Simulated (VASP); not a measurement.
# Fe (Im-3m) in VASP: single point with PBE

Aim: the single point of Fe with PBE.

Everything below comes from runs of VASP 6.6.1. Logs are shortened: lines on timing, memory, paths and dates and some standing lists are left out, and cuts for length are marked.

## Step 1: The cell of the first run

The structure is cubic, space group Im-3m (No. 229). The conventional cell has a = 2.870 Å, b = 2.870 Å, c = 2.870 Å, α = 90.00°, β = 90.00°, γ = 90.00°. Within 3.3 Å of Fe (site symmetry m-3m) lie 14 Fe at 2.49 to 2.87 Å.

## Step 2: Single point, PBE, collinear spin, ferromagnetic start

File INCAR:

```
SYSTEM = Fe
PREC = Accurate
ENCUT = 520
EDIFF = 1E-6
ISMEAR = 0
SIGMA = 0.05
LREAL = .False.
LASPH = .True.
NELM = 150
ALGO = Normal
ISIF = 2
LWAVE = .False.
LCHARG = .False.
ISPIN = 2
MAGMOM = 2.5
LORBIT = 11
LMAXMIX = 4
GGA = PE
NBANDS = 14
```

File KPOINTS:

```
regular mesh
0
Gamma
  10 10 10
  0 0 0
```

File POSCAR:

```
Fe
1.0
   -1.4350000000      1.4350000000      1.4350000000
    1.4350000000     -1.4350000000      1.4350000000
    1.4350000000      1.4350000000     -1.4350000000
Fe
1
Direct
    0.0000000000      0.0000000000      0.0000000000
```

Potentials or basis: VASP PAW PBE potentials, release 64 (Fe).

Run with:

```bash
$ cat potpaw_PBE.64/Fe/POTCAR > POTCAR
$ mpirun -np 1 vasp_std > vasp.out
```

OUTCAR:

```text
SYSTEM = Fe
   PREC = Accurate
   ENCUT = 520
   EDIFF = 1E-6
   ISMEAR = 0
   LREAL = .False.
   LASPH = .True.
   NELM = 150
   ISIF = 2
   ISPIN = 2
   LORBIT = 11
   GGA = PE

 ion  position               nearest neighbor table
   1  0.000  0.000  0.000-

  LATTYP: Found a body centered cubic cell.
 ALAT       =     2.8700000000

  Lattice vectors:

 A1 = (  -1.4350000000,   1.4350000000,   1.4350000000)
 A2 = (   1.4350000000,  -1.4350000000,   1.4350000000)
 A3 = (   1.4350000000,   1.4350000000,  -1.4350000000)

Analysis of symmetry for initial positions (statically):
=====================================================================
 Subroutine PRICEL returns:
 Original cell was already a primitive cell.

 Routine SETGRP: Setting up the symmetry group for a
 body centered cubic supercell.

 Subroutine GETGRP returns: Found 48 space group operations
 (whereof 48 operations were pure point group operations)
 out of a pool of 48 trial point group operations.

The static configuration has the point symmetry O_h .

Analysis of symmetry for dynamics (positions and initial velocities):
=====================================================================
 Subroutine PRICEL returns:
 Original cell was already a primitive cell.

 Routine SETGRP: Setting up the symmetry group for a
 body centered cubic supercell.

 Subroutine GETGRP returns: Found 48 space group operations
 (whereof 48 operations were pure point group operations)
 out of a pool of 48 trial point group operations.

The dynamic configuration has the point symmetry O_h .

Analysis of structural, dynamic, and magnetic symmetry:
=====================================================================
 Subroutine PRICEL returns:
 Original cell was already a primitive cell.

 Routine SETGRP: Setting up the symmetry group for a
 body centered cubic supercell.

 Subroutine GETGRP returns: Found 48 space group operations
 (whereof 48 operations were pure point group operations)
 out of a pool of 48 trial point group operations.

The overall configuration has the point symmetry O_h .

 Subroutine INISYM returns: Found 48 space group operations
 (whereof 48 operations are pure point group operations),
 and found     1 'primitive' translations

----------------------------------------------------------------------------------------

                                     Primitive cell

  volume of cell :      11.8200

  direct lattice vectors                    reciprocal lattice vectors
    -1.435000000  1.435000000  1.435000000     0.000000000  0.348432056  0.348432056
     1.435000000 -1.435000000  1.435000000     0.348432056  0.000000000  0.348432056
     1.435000000  1.435000000 -1.435000000     0.348432056  0.348432056  0.000000000

  length of vectors
     2.485492909  2.485492909  2.485492909     0.492757339  0.492757339  0.492757339

  position of ions in fractional coordinates (direct lattice)
     0.000000000  0.000000000  0.000000000

  ion indices of the primitive-cell ions
   primitive index   ion index
                 1           1

----------------------------------------------------------------------------------------

 KPOINTS: regular mesh

Automatic generation of k-mesh.
 Grid dimensions read from file:
 generate k-points for:   10   10   10

 Generating k-lattice:

  Cartesian coordinates                     Fractional coordinates (reciprocal lattice)
     0.000000000  0.034843206  0.034843206     0.100000000  0.000000000  0.000000000
     0.034843206  0.000000000  0.034843206     0.000000000  0.100000000  0.000000000
     0.034843206  0.034843206  0.000000000     0.000000000  0.000000000  0.100000000

  Length of vectors
     0.049275734  0.049275734  0.049275734

  Shift w.r.t. Gamma in fractional coordinates (k-lattice)
     0.000000000  0.000000000  0.000000000

 Subroutine IBZKPT returns following result:
 ===========================================

 Found     47 irreducible k-points:

 Following reciprocal coordinates:
            Coordinates               Weight
  0.000000  0.000000  0.000000      1.000000
  0.100000  0.000000  0.000000     12.000000
  0.200000  0.000000  0.000000     12.000000
  0.300000  0.000000  0.000000     12.000000
  0.400000  0.000000  0.000000     12.000000
  0.500000  0.000000  0.000000      6.000000
[... 16 lines left out ...]
  0.300000  0.300000  0.100000      8.000000
 -0.300000  0.300000  0.100000     24.000000
 [... further k-points ...]
   k-points           NKPTS =     47   k-points in BZ     NKDIM =     47   number of bands    NBANDS=     14
   number of dos      NEDOS =    301   number of ions     NIONS =      1
   total plane-waves  NPLWV =   5832
   dimension x,y,z NGX =    18 NGY =   18 NGZ =   18
   dimension x,y,z NGXF=    36 NGYF=   36 NGZF=   36
   ions per type =               1
   NGX,Y,Z   is equivalent  to a cutoff of  12.04, 12.04, 12.04 a.u.
   NGXF,Y,Z  is equivalent  to a cutoff of  24.08, 24.08, 24.08 a.u.
 SYSTEM =  Fe
   PREC   = accura    normal or accurate (medium, high low for compatibility)
   ISTART =      0    job   : 0-new  1-cont  2-samecut
   ICHARG =      2    charge: 1-file 2-atom 10-const
   ISPIN  =      2    spin polarized calculation?
   LNONCOLLINEAR =      F non collinear calculations
   LSORBIT =      F    spin-orbit coupling
   LASPH  =      T    aspherical Exc in radial PAW
   ENCUT  =  520.0 eV  38.22 Ry    6.18 a.u.   4.62  4.62  4.62*2*pi/ulx,y,z
   NELM   =    150;   NELMIN=  2; NELMDL= -5     # of ELM steps
   EDIFF  = 0.1E-05   stopping-criterion for ELM
   LREAL  =      F    real-space projection
   EDIFFG = 0.1E-04   stopping-criterion for IOM
   NSW    =      0    number of steps for IOM
   IBRION =     -1    ionic relax: 0-MD 1-quasi-New 2-CG
   NFREE  =      0    steps in history (QN), initial steepest desc. (CG)
   ISIF   =      2    stress and relaxation
   ISYM   =      2    0-nonsym 1-usesym 2-fastsym
   POTIM  = 0.5000    time-step for ionic-motion
   TEBEG  =    0.0;   TEEND  =   0.0 temperature during run
   PSTRESS=    0.0 pullay stress
   NELECT =       8.0000    total number of electrons
   NUPDOWN=      -1.0000    fix difference up-down
   EMIN   =  10.00;   EMAX   =-10.00  energy-range for DOS
   EFERMI =   0.00;   METHOD = LEGACY
   ISMEAR =     0;   SIGMA  =   0.05  broadening in eV -4-tet -1-fermi 0-gaus
   EFERMI_NEDOS =   21; number of points for ismear=-14 and -15
   IALGO  =     38    algorithm
   IMIX   =      4    mixing-type and parameters
     AMIX     =   0.40;   BMIX     =  1.00
     AMIX_MAG =   1.60;   BMIX_MAG =  1.00
  volume/ion in A,a.u.               =      11.82        79.76
  Fermi-wavevector in a.u.,A,eV,Ry     =   1.437362  2.716221 28.109779  2.066010
  Thomas-Fermi vector in A             =   2.556448
   LORBIT       =     11    0 simple, 1 ext, 2 COOP (PROOUT), +10 PAW based schemes
   GGA     = PE    functional components
   LHFCALC =     F    Hartree Fock is set to
   AEXX    =    0.0000 exact exchange contribution
   IVDW    =     0    specifies the selected vdW correction
   LEPSILON=     F    determine dielectric tensor
   LRPA    =     F    only Hartree local field effects (RPA)
 spin polarized calculation
 Gauss-broadening in eV      SIGMA  =   0.05
  energy-cutoff  :      520.00
  volume of cell :       11.82
 maximum number of plane-waves:       333
   NGX =  9   NGY =  9   NGZ =  9

 number of electron       7.9999996 magnetization       2.1450121

 Free energy of the ion-electron system (eV)
  ---------------------------------------------------
  ext. energy  EPLUGINS =         0.00000000
  ---------------------------------------------------
  free energy    TOTEN  =        -8.23368168 eV

  energy without entropy =       -8.23176858  energy(sigma->0) =       -8.23272513

 E-fermi :   5.3700     XC(G=0): -12.8975

 val. band max:        5.3656723483   @ k =  -0.4000   0.5000   0.2000
 cond. band min:       5.3793667170   @ k =  -0.4000   0.5000   0.3000
 fundamental gap:      0.0136943687
 Fermi energy:         5.3700251371

 spin component 1

 k-point     1 :       0.0000    0.0000    0.0000
  band No.  band energies     occupation
      1      -2.7529      1.00000
      2       3.2033      1.00000
      3       3.2033      1.00000
      4       3.2033      1.00000
      5       4.3130      1.00000
      6       4.3130      1.00000
      7      30.0859      0.00000
      8      30.0859      0.00000
      9      30.0859      0.00000
     10      34.9064      0.00000
     11      34.9064      0.00000
     12      36.9972      0.00000
     13      36.9972      0.00000
     14      36.9972      0.00000
[... 375 lines left out ...]
 k-point    24 :      -0.3000    0.3000    0.1000
  band No.  band energies     occupation
      1       0.3793      1.00000
      2       2.7416      1.00000
      3       2.9523      1.00000
      4       4.0383      1.00000
      5       4.7082      1.00000
      6       4.8230      1.00000
      7      18.8182      0.00000
      8      24.6801      0.00000
      9      24.9395      0.00000
     10      31.2374      0.00000
     11      31.8048      0.00000
     12      34.5116      0.00000
     13      43.6730      0.00000
     14      43.7501      0.00000

 [... further k-points ...]

 spin component 2

 k-point     1 :       0.0000    0.0000    0.0000
  band No.  band energies     occupation
      1      -2.6436      1.00000
      2       5.0715      1.00000
      3       5.0717      1.00000
      4       5.0717      1.00000
      5       7.0560      0.00000
      6       7.0562      0.00000
      7      29.7663      0.00000
      8      29.7663      0.00000
      9      29.7663      0.00000
     10      35.0466      0.00000
     11      35.0467      0.00000
     12      37.5775      0.00000
     13      37.5775      0.00000
     14      37.5775      0.00000
[... 375 lines left out ...]
 k-point    24 :      -0.3000    0.3000    0.1000
  band No.  band energies     occupation
      1       0.7734      1.00000
      2       4.4891      1.00000
      3       4.6915      1.00000
      4       6.3323      0.00000
      5       6.7344      0.00000
      6       7.4674      0.00000
      7      19.5155      0.00000
      8      24.8762      0.00000
      9      25.4734      0.00000
     10      31.6087      0.00000
     11      32.1876      0.00000
     12      34.8506      0.00000
     13      43.8898      0.00000
     14      44.0240      0.00000

 [... further k-points ...]
[... 5 lines left out ...]
  --------------------------------------------------------------------------------------
  -------------------------------------------------------------------------------------
  Total       -0.6537770     -0.6537770     -0.6537770     -0.0000000     -0.0000000      0.0000000
  in kB      -88.6185235    -88.6185235    -88.6185235     -0.0000000     -0.0000000      0.0000000
  external PRESSURE =     -88.6185235 kB  Pullay stress =       0.0000000 kB

 VOLUME and BASIS-vectors are now :
 -----------------------------------------------------------------------------
  energy-cutoff  :      520.00
  volume of cell :       11.82
      direct lattice vectors                 reciprocal lattice vectors
    -1.435000000  1.435000000  1.435000000     0.000000000  0.348432056  0.348432056
     1.435000000 -1.435000000  1.435000000     0.348432056  0.000000000  0.348432056
     1.435000000  1.435000000 -1.435000000     0.348432056  0.348432056  0.000000000

 POSITION                                       TOTAL-FORCE (eV/Angst)
 -----------------------------------------------------------------------------------
      0.00000      0.00000      0.00000        -0.000000      0.000000     -0.000000
 -----------------------------------------------------------------------------------
    total drift:                                0.000000     -0.000000      0.000000

  FREE ENERGIE OF THE ION-ELECTRON SYSTEM (eV)
  ---------------------------------------------------
  free  energy   TOTEN  =        -8.2336816797 eV

  energy  without entropy=       -8.2317685757  energy(sigma->0) =       -8.23272513

 total charge

# of ion       s       p       d       tot
------------------------------------------
    1        0.468   0.510   6.209   7.187

 magnetization (x)

# of ion       s       p       d       tot
------------------------------------------
    1       -0.016  -0.065   2.238   2.157
```

It took 14 s on 1 thread of AMD EPYC 9R45 (Zen 5), shared host; peak memory 0.1 GiB.

Results:

```yaml
Free_energy: -8.2337 eV
Pressure: -8.9 GPa
Net_moment: 2.15 μB per cell
Site_moments: Fe +2.16 μB
Valence_electrons_inside_the_program's_atomic_spheres: Fe 7.19
```

Levels at points of the mesh, in eV from the Fermi level:
Spin up:
```csv
k point,band 3,band 4,band 5,band 6,band 7,band 8
"(0.00, 0.00, 0.00)",-2.17,-2.17,-1.06,-1.06,24.72,24.72
"(0.50, 0.00, 0.00)",-0.99,-0.88,0.36,0.61,7.07,18.10
"(0.50, 0.50, 0.50)",0.11,0.11,0.11,9.74,9.74,9.74
```
Spin down:
| k point | band 1 | band 2 | band 3 | band 4 | band 5 | band 6 | band 7 | band 8 |
| --- | --- | --- | --- | --- | --- | --- | --- | --- |
| (0.00, 0.00, 0.00) | -8.01 | -0.30 | -0.30 | -0.30 | 1.69 | 1.69 | 24.40 | 24.40 |
| (0.50, 0.00, 0.00) | -3.41 | -1.51 | 0.65 | 1.53 | 1.92 | 2.53 | 8.38 | 18.10 |
| (0.50, 0.50, 0.50) | -2.75 | -2.75 | 2.25 | 2.25 | 2.25 | 9.95 | 9.95 | 9.95 |
